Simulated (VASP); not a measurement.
Input of a VASP 6.6.1 run:

The input INCAR:

```
PREC     = Accurate       # precision mode
ENCUT    = 520            # plane-wave cutoff, eV
EDIFF    = 1E-7           # SCF threshold, eV
ISMEAR   = 0              # smearing method
SIGMA    = 0.1            # smearing width, eV
LREAL    = False          # projectors in reciprocal space
LASPH    = True           # aspherical terms in the spheres
NELM     = 60             # most SCF steps
ALGO     = Normal         # electronic algorithm
ISIF     = 2              # what is computed and relaxed
LWAVE    = False          # write WAVECAR
LCHARG   = True           # write CHGCAR
LDIPOL   = True         
IDIPOL   = 3            
DIPOL    = 0.5 0.5 0.292
GGA      = PE             # functional
LELF     = True           # ELF
LVHAR    = True         
LVACPOTAV= True         
NBANDS   = 83             # bands
```

KPOINTS

```
regular mesh
0
Gamma
  6 6 1
```

Contents of POSCAR:

```
Cu12HF
1.0
    5.1319544646      0.0000000000      0.0000000000
   -2.5659772323      4.4444029374      0.0000000000
    0.0000000000      0.0000000000     22.1215701967
Cu F H
12 1 1
Direct
    0.3333333333      0.1666666667      0.1808189909
    0.3333333333      0.6666666667      0.1808189909
    0.8333333333      0.1666666667      0.1808189909
    0.8333333333      0.6666666667      0.1808189909
    0.1666666667      0.3333333333      0.2739718312
    0.1666666667      0.8333333333      0.2739718312
    0.6666666667      0.3333333333      0.2739718312
    0.6666666667      0.8333333333      0.2739718312
    0.0000000000      0.0000000000      0.3671335319
    0.0000000000      0.5000000000      0.3671335319
    0.5000000000      0.0000000000      0.3671335319
    0.5000000000      0.5000000000      0.3671335319
    0.2866453973      0.2133546027      0.4032973300
    0.3800212694      0.1199787306      0.4032973300
```

Potentials or basis: VASP PAW PBE potentials, release 64 (Cu, F, H).

Launch:

```sh
$ cat potpaw_PBE.64/Cu/POTCAR potpaw_PBE.64/F/POTCAR potpaw_PBE.64/H/POTCAR > POTCAR
$ mpirun -np 1 vasp_std > vasp.out
```

Q: Predict the largest force.

A: 20.033 eV/Å.

Q: Predict the band gap on the k mesh.

A: 0.01 eV (least direct gap 0.07 eV).

Forces on the atoms (eV/Å):
```
Cu  -0.078  0.045  0.017
Cu   0.008 -0.050 -0.031
Cu   0.048  0.018 -0.031
Cu   0.034 -0.020 -0.125
Cu  -0.040  0.023 -0.438
Cu  -0.017 -0.092 -0.129
Cu   0.071  0.061 -0.129
Cu   0.093 -0.053  0.112
Cu  -9.739 -9.144 -7.462
Cu  -0.556  0.321 -0.391
Cu   6.673 -3.852 -4.504
Cu   3.049 13.006 -7.462
F   -9.813  5.666 16.521
H   10.269 -5.929  4.050
```

Caveat: the smearing spreads over this small gap; semilocal functionals underestimate gaps, and a narrow one can read as zero.
